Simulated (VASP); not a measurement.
Here is a VASP 6.6.1 calculation.

File INCAR:

```
  PREC = Accurate
  ENCUT = 520
  EDIFF = 1E-7
  ISMEAR = -1
  SIGMA = 0.1
  LREAL = F
  LASPH = T
  NELM = 60
  ALGO = Normal
  ISIF = 2
  LWAVE = F
  LCHARG = F
  GGA = PE
  NBANDS = 10
```

KPOINTS

```
Automatic mesh
0
Gamma
  26 26 26
```

File POSCAR:

```
Fe
1.0
    0.0000000000      1.7255340921      1.7255340921
    1.7255340921      0.0000000000      1.7255340921
    1.7255340921      1.7255340921      0.0000000000
Fe
1
Direct
    0.0000000000      0.0000000000      0.0000000000
```

Potentials or basis: VASP PAW PBE potentials, release 64 (Fe).

Run with:

```bash
$ cat potpaw_PBE.64/Fe/POTCAR > POTCAR
$ mpirun -np 1 vasp_std > vasp.out
```

Question: Estimate the pressure.

Answer: -0.5 GPa.

Question: Predict the band gap on the k mesh.

Answer: Zero (band 4 reaches 8.02 eV, above the bottom of band 5 at 5.92 eV).

Caveat: the run has no spin polarisation, though such a crystal can be magnetic. Spin polarisation is off, so any magnetic state and its effect on volume and gap are missing.
